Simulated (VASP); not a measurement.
# HfN (I4mm) in VASP: notebook

The runs below take HfN through single point, with PBE.

Everything below comes from runs of VASP 6.6.1. Logs are shortened: lines on timing, memory, paths and dates and some standing lists are left out, and cuts for length are marked.

## Step 1: The cell of the first run

It takes space group I4mm (No. 107, tetragonal). The conventional cell has a = 3.216 Å, b = 3.216 Å, c = 4.548 Å, α = 90.00°, β = 90.00°, γ = 90.00°. Within 2.9 Å of Hf (site symmetry 4mm) lie 6 N at 2.21 to 2.34 Å. Within 2.9 Å of N (site symmetry 4mm) lie 6 Hf at 2.21 to 2.34 Å.

## Step 2: Single point, PBE (mode 4 frozen in at -0.058 Å and mode 6 at +0.000 Å (largest displacements))

Input file INCAR:

```
PREC = Accurate ; ENCUT = 520
EDIFF = 1E-6 ; ISMEAR = 0
SIGMA = 0.15 ; LREAL = F
LASPH = T ; NELM = 80
ALGO = Normal ; ISIF = 2
LWAVE = F ; LCHARG = T
GGA = PE ; LELF = T
LVHAR = T ; NBANDS = 14
```

Input file KPOINTS:

```
regular mesh
0
Gamma
  16 16 16
```

Input file POSCAR:

```
HfN
1.0
    0.0000000000      2.2738140414      2.2738140414
    2.2738140414      0.0000000000      2.2738140414
    2.2738140414      2.2738140414      0.0000000000
Hf N
1 1
Direct
   -0.0010043247      0.0010043247      0.0010043247
    0.5127978803      0.4872021197      0.4872021197
```

Potentials or basis: VASP PAW PBE potentials, release 64 (Hf_pv, N).

Run with:

```
cat potpaw_PBE.64/Hf_pv/POTCAR potpaw_PBE.64/N/POTCAR > POTCAR
mpirun -np 1 vasp_std > vasp.out
```

OUTCAR:

```text
PREC = Accurate
   ENCUT = 520
   EDIFF = 1E-6
   ISMEAR = 0
   LREAL = F
   LASPH = T
   NELM = 80
   ISIF = 2
   GGA = PE

 ion  position               nearest neighbor table
   1  0.999  0.001  0.001-   2 2.21   2 2.27   2 2.27   2 2.27   2 2.27   2 2.34
   2  0.513  0.487  0.487-   1 2.21   1 2.27   1 2.27   1 2.27   1 2.27   1 2.34

  LATTYP: Found a face centered cubic cell.
 ALAT       =     4.5476280828

  Lattice vectors:

 A1 = (   0.0000000000,   2.2738140414,   2.2738140414)
 A2 = (   2.2738140414,   0.0000000000,   2.2738140414)
 A3 = (   2.2738140414,   2.2738140414,   0.0000000000)

Analysis of symmetry for initial positions (statically):
=====================================================================
 Subroutine PRICEL returns:
 Original cell was already a primitive cell.

 Routine SETGRP: Setting up the symmetry group for a
 face centered cubic supercell.

 Subroutine GETGRP returns: Found  8 space group operations
 (whereof  8 operations were pure point group operations)
 out of a pool of 48 trial point group operations.

The static configuration has the point symmetry C_4v.

Analysis of symmetry for dynamics (positions and initial velocities):
=====================================================================
 Subroutine PRICEL returns:
 Original cell was already a primitive cell.

 Routine SETGRP: Setting up the symmetry group for a
 face centered cubic supercell.

 Subroutine GETGRP returns: Found  8 space group operations
 (whereof  8 operations were pure point group operations)
 out of a pool of 48 trial point group operations.

The dynamic configuration has the point symmetry C_4v.

 Subroutine INISYM returns: Found  8 space group operations
 (whereof  8 operations are pure point group operations),
 and found     1 'primitive' translations

----------------------------------------------------------------------------------------

                                     Primitive cell

  volume of cell :      23.5123

  direct lattice vectors                    reciprocal lattice vectors
     0.000000000  2.273814041  2.273814041    -0.219894851  0.219894851  0.219894851
     2.273814041  0.000000000  2.273814041     0.219894851 -0.219894851  0.219894851
     2.273814041  2.273814041  0.000000000     0.219894851  0.219894851 -0.219894851

  length of vectors
     3.215658656  3.215658656  3.215658656     0.380869054  0.380869054  0.380869054

  position of ions in fractional coordinates (direct lattice)
     0.998995675  0.001004325  0.001004325
     0.512797880  0.487202120  0.487202120
[... 82 lines left out ...]
   NFREE  =      0    steps in history (QN), initial steepest desc. (CG)
   ISIF   =      2    stress and relaxation
   ISYM   =      2    0-nonsym 1-usesym 2-fastsym
   POTIM  = 0.5000    time-step for ionic-motion
   TEBEG  =    0.0;   TEEND  =   0.0 temperature during run
   PSTRESS=    0.0 pullay stress
   NELECT =      15.0000    total number of electrons
   NUPDOWN=      -1.0000    fix difference up-down
   EMIN   =  10.00;   EMAX   =-10.00  energy-range for DOS
   EFERMI =   0.00;   METHOD = LEGACY
   ISMEAR =     0;   SIGMA  =   0.15  broadening in eV -4-tet -1-fermi 0-gaus
   EFERMI_NEDOS =   21; number of points for ismear=-14 and -15
   IALGO  =     38    algorithm
   IMIX   =      4    mixing-type and parameters
     AMIX     =   0.40;   BMIX     =  1.00
     AMIX_MAG =   1.60;   BMIX_MAG =  1.00
  volume/ion in A,a.u.               =      11.76        79.33
  Fermi-wavevector in a.u.,A,eV,Ry     =   1.409311  2.663212 27.023330  1.986159
  Thomas-Fermi vector in A             =   2.531380
   LORBIT       =      0    0 simple, 1 ext, 2 COOP (PROOUT), +10 PAW based schemes
   GGA     = PE    functional components
   LHFCALC =     F    Hartree Fock is set to
   AEXX    =    0.0000 exact exchange contribution
   IVDW    =     0    specifies the selected vdW correction
   LEPSILON=     F    determine dielectric tensor
   LRPA    =     F    only Hartree local field effects (RPA)
 non-spin polarized calculation
 Gauss-broadening in eV      SIGMA  =   0.15
  energy-cutoff  :      520.00
  volume of cell :       23.51
 maximum number of plane-waves:       648
   NGX = 11   NGY = 11   NGZ = 11

 number of electron      15.0000001 magnetization

 Free energy of the ion-electron system (eV)
  ---------------------------------------------------
  ext. energy  EPLUGINS =         0.00000000
  ---------------------------------------------------
  free energy    TOTEN  =       -21.73900715 eV

  energy without entropy =      -21.73247262  energy(sigma->0) =      -21.73573988

 E-fermi :   8.2127     XC(G=0): -12.6279

 val. band max:        8.2056277536   @ k =   0.3750   0.1250   0.0000
 cond. band min:       8.2128555977   @ k =   0.0000   0.3750   0.1250
 fundamental gap:      0.0072278440
 Fermi energy:         8.2127025914

 k-point     1 :       0.0000    0.0000    0.0000
  band No.  band energies     occupation
      1     -23.0191      2.00000
      2     -23.0137      2.00000
      3     -23.0137      2.00000
      4      -9.1833      2.00000
      5       5.1453      2.00000
      6       5.1453      2.00000
      7       5.1492      2.00000
      8       7.8790      1.99835
      9       7.9466      1.98788
     10       7.9466      1.98788
     11       9.8134      0.00000
     12      10.1365      0.00000
     13      10.2182      0.00000
     14      17.7189      0.00000
[... 377 lines left out ...]
      1     -23.8887      2.00000
      2     -23.1169      2.00000
      3     -23.1057      2.00000
      4      -6.6452      2.00000
      5      -0.4299      2.00000
      6       2.1471      2.00000
      7       2.2192      2.00000
      8      10.9043      0.00000
      9      11.5456      0.00000
     10      11.8625      0.00000
     11      13.1596      0.00000
     12      16.5756      0.00000
     13      16.7908      0.00000
     14      19.6133      0.00000

 [... further k-points ...]
[... 5 lines left out ...]
  --------------------------------------------------------------------------------------
  -------------------------------------------------------------------------------------
  Total       -0.1246964     -0.3349378     -0.3349378      0.0000000      0.0000000      0.0000000
  in kB       -8.4970778    -22.8233761    -22.8233761      0.0000000      0.0000000      0.0000000
  external PRESSURE =     -18.0479433 kB  Pullay stress =       0.0000000 kB

 VOLUME and BASIS-vectors are now :
 -----------------------------------------------------------------------------
  energy-cutoff  :      520.00
  volume of cell :       23.51
      direct lattice vectors                 reciprocal lattice vectors
     0.000000000  2.273814041  2.273814041    -0.219894851  0.219894851  0.219894851
     2.273814041  0.000000000  2.273814041     0.219894851 -0.219894851  0.219894851
     2.273814041  2.273814041  0.000000000     0.219894851  0.219894851 -0.219894851

 POSITION                                       TOTAL-FORCE (eV/Angst)
 -----------------------------------------------------------------------------------
      0.00457      2.27381      2.27381        -0.688552      0.000000      0.000000
      2.21561      2.27381      2.27381         0.688552      0.000000      0.000000
 -----------------------------------------------------------------------------------
    total drift:                                0.000089     -0.000000     -0.000000

  FREE ENERGIE OF THE ION-ELECTRON SYSTEM (eV)
  ---------------------------------------------------
  free  energy   TOTEN  =       -21.7390071464 eV

  energy  without entropy=      -21.7324726231  energy(sigma->0) =      -21.73573988
```

OSZICAR:

```text
N       E                     dE             d eps       ncg     rms          rms(c)
DAV:   1     0.386677929685E+02    0.38668E+02   -0.77442E+03  9812   0.100E+03
DAV:   2    -0.227207717688E+02   -0.61389E+02   -0.57591E+02 12910   0.236E+02
DAV:   3    -0.247411911026E+02   -0.20204E+01   -0.20127E+01 11416   0.353E+01
DAV:   4    -0.247487187492E+02   -0.75276E-02   -0.75267E-02 11500   0.252E+00
DAV:   5    -0.247487669269E+02   -0.48178E-04   -0.48178E-04 11400   0.174E-01    0.473E+01
DAV:   6    -0.218535267027E+02    0.28952E+01   -0.83489E+00 10756   0.221E+01    0.405E+01
DAV:   7    -0.217680831849E+02    0.85444E-01   -0.46169E-01 12340   0.606E+00    0.262E+01
DAV:   8    -0.217454273589E+02    0.22656E-01   -0.12069E-01 11152   0.298E+00    0.619E+00
DAV:   9    -0.217391094517E+02    0.63179E-02   -0.17107E-02 10894   0.105E+00    0.196E+00
DAV:  10    -0.217390425027E+02    0.66949E-04   -0.10851E-03 13006   0.317E-01    0.458E-01
DAV:  11    -0.217390092390E+02    0.33264E-04   -0.72602E-05 11956   0.843E-02    0.113E-01
DAV:  12    -0.217390072956E+02    0.19434E-05   -0.82980E-06 13166   0.244E-02    0.126E-02
DAV:  13    -0.217390071464E+02    0.14912E-06   -0.19521E-07  6452   0.464E-03
   1 F= -.21739007E+02 E0= -.21735740E+02  d E =-.653452E-02
```

Run time: 28 s. Hardware: 1 thread of Intel Xeon 6975P-C (Granite Rapids), shared host; peak memory 0.23 GiB.

Results:

```yaml
Free_energy: -21.7390 eV
Pressure: -1.8 GPa
Largest_force: 0.689 eV/Å
```

Forces on the atoms (eV/Å):
```
Hf  -0.689  0.000  0.000
N    0.689  0.000  0.000
```

Stress tensor (GPa, compression positive):
```
-0.85  0.00  0.00
 0.00 -2.28  0.00
 0.00  0.00 -2.28
```

Caveat: the cell differs from its parent crystal (mode 4 frozen in at -0.058 Å and mode 6 at +0.000 Å (largest displacements)); spin-orbit coupling is left out, which moves the levels of the heavy elements.

[end of part 1 of 2]
